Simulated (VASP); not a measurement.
A run of VASP 6.6.1 is set up as follows.

The input INCAR:

```
SYSTEM = Al23N24
PREC = Accurate
ENCUT = 520
EDIFF = 1E-7
ISMEAR = -1
SIGMA = 0.01
LREAL = Auto
LASPH = .TRUE.
NELM = 100
ALGO = Normal
ISIF = 2
LWAVE = .FALSE.
LCHARG = .FALSE.
GGA = PE
NELECT = 192.0
NBANDS = 124
```

The input KPOINTS:

```
Automatic mesh
0
G
  3 4 2
  0 0 0
```

POSCAR

```
Al23N24
1.0
    9.3390000000      0.0000000000      0.0000000000
   -3.1130000000      5.3918741640      0.0000000000
    0.0000000000      0.0000000000      9.9620000000
Al N
23 24
Direct
    0.1115117363      0.3337505526      0.4871233909
    0.1173988206      0.8380624696     -0.0052779234
    0.1130653866      0.8345247975      0.5009392425
    0.4356417328      0.3275985825     -0.0025864680
    0.4438363222      0.3317408929      0.5006800832
    0.4401719980      0.8306540888     -0.0035310758
    0.4449698274      0.8349315081      0.5004665660
    0.7820785067      0.3319259479     -0.0023127236
    0.7777142646      0.3335024142      0.5002802115
    0.7803740198      0.8389037845     -0.0027572215
    0.7771824046      0.8322470620      0.4998865702
    0.2201242492      0.1671618481      0.2456828181
    0.2195371315      0.1683874702      0.7564486449
    0.2209477572      0.6633474668      0.2449502949
    0.2202639803      0.6616340495      0.7565233710
    0.5560636791      0.1676361851      0.2471184530
    0.5551927313      0.1666924444      0.7549195664
    0.5548141587      0.6655984963      0.2474236582
    0.5567028559      0.6675539110      0.7527078140
    0.8912343304      0.1680830294      0.2464062373
    0.8922021048      0.1691569294      0.7540631727
    0.8909903591      0.6680300981      0.2470103541
    0.8898506464      0.6668623592      0.7512537406
    0.1106840790      0.3330477583      0.2222558538
    0.1109658706      0.3336715365      0.6823829215
    0.1111239084      0.8331119116      0.1901436076
    0.1094599588      0.8317447331      0.6889559093
    0.4448234247      0.3333000195      0.1912907935
    0.4459426703      0.3350192329      0.6898459720
    0.4464773236      0.8352928000      0.1906507404
    0.4471026165      0.8349891847      0.6899591284
    0.7780646900      0.3345239898      0.1911022597
    0.7769209924      0.3348011871      0.6891204421
    0.7768860166      0.8310489315      0.1908302560
    0.7777848887      0.8307509884      0.6887654251
    0.2254794656      0.1628597771      0.4411387417
    0.2268728410      0.1581214450      0.9373609715
    0.2264213650      0.6759508851      0.4408616773
    0.2304792972      0.6867673486      0.9374310119
    0.5565926781      0.1682935706      0.4392969616
    0.5585873590      0.1738295640      0.9440747965
    0.5547427756      0.6652901479      0.4394629980
    0.5542940231      0.6623859871      0.9421688855
    0.8819718257      0.1611213469      0.4413902241
    0.8670298777      0.1492900749      0.9342599374
    0.8895322200      0.6670743369      0.4389154738
    0.8887797180      0.6663935207      0.9409162341
```

Potentials or basis: VASP PAW PBE potentials, release 64 (Al, N).

The run is started by

```bash
$ cat potpaw_PBE.64/Al/POTCAR potpaw_PBE.64/N/POTCAR > POTCAR
$ mpirun -np 1 vasp_std > vasp.out
```

Question: What does it give for the largest force?

Answer: 0.027 eV/Å.

Forces in eV/Å, atoms in the order of the input:
```
Al  -0.005  0.002 -0.026
Al   0.008  0.004  0.020
Al  -0.005 -0.001  0.001
Al   0.007  0.000  0.009
Al   0.007 -0.001  0.003
Al  -0.001  0.006  0.011
Al   0.003  0.004  0.001
Al  -0.010  0.003  0.005
Al  -0.005  0.000  0.001
Al  -0.002 -0.007  0.010
Al   0.001 -0.002  0.002
Al  -0.001  0.002 -0.007
Al   0.015 -0.003 -0.007
Al   0.002 -0.007 -0.005
Al   0.000  0.010 -0.008
Al  -0.002 -0.002  0.004
Al  -0.001  0.004 -0.002
Al   0.005  0.005 -0.002
Al   0.000 -0.003  0.003
Al   0.006  0.002 -0.002
Al  -0.007 -0.004  0.004
Al  -0.005 -0.005 -0.004
Al   0.001  0.001  0.006
N    0.003  0.000  0.017
N    0.004  0.002  0.022
N    0.009  0.008 -0.002
N   -0.007 -0.005 -0.008
N    0.002 -0.008 -0.003
N   -0.014  0.003 -0.008
N   -0.003  0.007 -0.003
N   -0.005 -0.014 -0.007
N   -0.006 -0.008  0.005
N    0.010  0.003 -0.005
N   -0.006  0.003  0.005
N    0.007  0.007 -0.004
N    0.014 -0.007 -0.003
N   -0.003 -0.017 -0.005
N    0.000  0.015 -0.004
N   -0.017  0.006 -0.007
N    0.001  0.003 -0.008
N    0.007  0.003  0.006
N    0.001 -0.002  0.000
N    0.002 -0.003  0.003
N   -0.012 -0.007  0.000
N    0.002  0.002 -0.017
N   -0.001 -0.001  0.007
N    0.004  0.003  0.001
```

Caveat: the cell carries a net charge on a neutralising background, which shifts energy and pressure.
